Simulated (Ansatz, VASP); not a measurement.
# BSe in VASP and in Ansatz

```
CELL_PARAMETERS angstrom
3.45664 0.00000 0.00000
-1.72832 2.99354 0.00000
0.00000 0.00000 11.39025
ATOMIC_POSITIONS crystal
B 0.66667 0.33333 0.12500
B 0.66667 0.33333 0.37500
B 0.33333 0.66667 0.62500
B 0.33333 0.66667 0.87500
Se 0.00000 0.00000 0.00000
Se 0.33333 0.66667 0.25000
Se 0.00000 0.00000 0.50000
Se 0.66667 0.33333 0.75000
```

Alike in both runs: task single point; functional PBE; k mesh 6 × 6 × 2; occupations gaussian, width 0.1 eV; no spin polarisation.

|  | VASP | Ansatz |
| --- | --- | --- |
| version | VASP 6.6.1 | Ansatz 0.2.0 |
| potentials or method | VASP PAW PBE potentials, release 64 (B, Se), cutoff 520 eV | scalar-relativistic, plane waves, PAW |
| valence electrons in the cell | 36 | 76 |

|  | VASP | Ansatz | Ansatz less VASP |
| --- | --- | --- | --- |
| gap on the k mesh at the Fermi level (eV) | none | none | - |
| pressure (GPa) | -8.6 | -8.6 | -0.04 |
| traceless stress, the component that is largest in VASP (GPa) | 2.16 | 2.16 | -0.001 |
| rms of the force components (eV/Å) | 0.247 | 0.247 | -0.0001 |

Atom by atom the forces differ by 0.000 eV/Å (rms over components). A gap of «none» marks a metal or a gap that the smearing closes. VASP's potentials hold 36 valence electrons a cell and Ansatz's 76, so a difference there can come from the potentials and not from the codes.
